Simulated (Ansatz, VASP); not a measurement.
# Two plane-wave programs on ZrS

File INCAR:

```
SYSTEM = ZrS
ALGO = Normal
EDIFF = 1E-6
ENCUT = 520
GGA = PS
ISIF = 2
ISMEAR = 0
LASPH = .TRUE.
LCHARG = .FALSE.
LREAL = .FALSE.
LWAVE = .FALSE.
NBANDS = 16
NELM = 60
PREC = Accurate
SIGMA = 0.15
```

KPOINTS

```
k-points
0
G
  16 16 16
  0 0 0
```

POSCAR

```
ZrS
1.0
    0.0000000000      2.8350000000      2.4150000000
    2.8350000000      0.0000000000      2.4150000000
    2.8350000000      2.8350000000      0.0000000000
Zr S
1 1
Direct
    0.0000000000      0.0000000000      0.0000000000
    0.5000000000      0.5000000000      0.5000000000
```

Input for Ansatz:

```yaml
crystal:
  lattice:
    - [0.0, 2.835, 2.415]
    - [2.835, 0.0, 2.415]
    - [2.835, 2.835, 0.0]
  atoms:
    - { symbol: Zr, position: [0.0, 0.0, 0.0] }
    - { symbol: S, position: [0.5, 0.5, 0.5] }
basis:
  ecutwfc: 420
kpoints:
  mp_grid: { grid: [16, 16, 16] }
hamiltonian:
  xc: pbesol
scf:
  occupations: { method: gaussian, width: 0.15 }
output:
  forces: true
  stress: true
  eigenvalues: true
```

Change from the starting cell: strain +0.080 along x and y, -0.080 along z, atoms carried along.

Alike in both runs: task single point; functional PBEsol; k mesh 16 × 16 × 16; occupations gaussian, width 0.15 eV; no spin polarisation.

```csv
,VASP,Ansatz
version,VASP 6.6.1,Ansatz 0.2.0
potentials or method,"VASP PAW PBE potentials, release 64 (Zr_sv, S), cutoff 520 eV","scalar-relativistic, plane waves, PAW"
valence electrons in the cell,18,18
```

Ansatz gave:

- gap on the k mesh at the Fermi level (eV): none
- pressure (GPa): -5.0
- traceless stress, the component that is largest in VASP (GPa): 25.22

**Question.** Estimate VASP's values.

**Answer.** gap on the k mesh at the Fermi level (eV): none; pressure (GPa): -4.8; traceless stress, the component that is largest in VASP (GPa): 25.41.

VASP's potentials were made for PBE, not for PBEsol. A gap of «none» marks a metal or a gap that the smearing closes. The functional is the same, so the differences come from potentials, cutoffs and numerics.
